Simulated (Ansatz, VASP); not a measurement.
**One calculation of BeTe, two programs**

```
Be Te
1.0
     0.00000    2.82862    2.82862
     2.82862    0.00000    2.82862
     2.82862    2.82862    0.00000
Be Te
1 1
Direct
  0.00000 0.00000 0.00000
  0.25000 0.25000 0.25000
```

Alike in both runs: task single point; functional PBE; k mesh 8 × 8 × 8; no spin polarisation.

|  | VASP | Ansatz |
| --- | --- | --- |
| version | VASP 6.6.1 | Ansatz 0.2.0 |
| potentials or method | VASP PAW PBE potentials, release 64 (Be, Te) | plane waves, PAW |
| plane-wave cutoff (eV) | 600 | 420 |
| occupations | gaussian, width 0.01 eV | fixed |
| valence electrons in the cell | 8 | 18 |

|  | VASP | Ansatz | Ansatz less VASP |
| --- | --- | --- | --- |
| gap on the k mesh at the Fermi level (eV) | 2.01 | 2.02 | +0.014 |
| pressure (GPa) | 0.3 | 0.2 | -0.14 |

VASP's potentials hold 8 valence electrons a cell and Ansatz's 18, so a difference there can come from the potentials and not from the codes.

Neither program's run includes spin-orbit coupling.
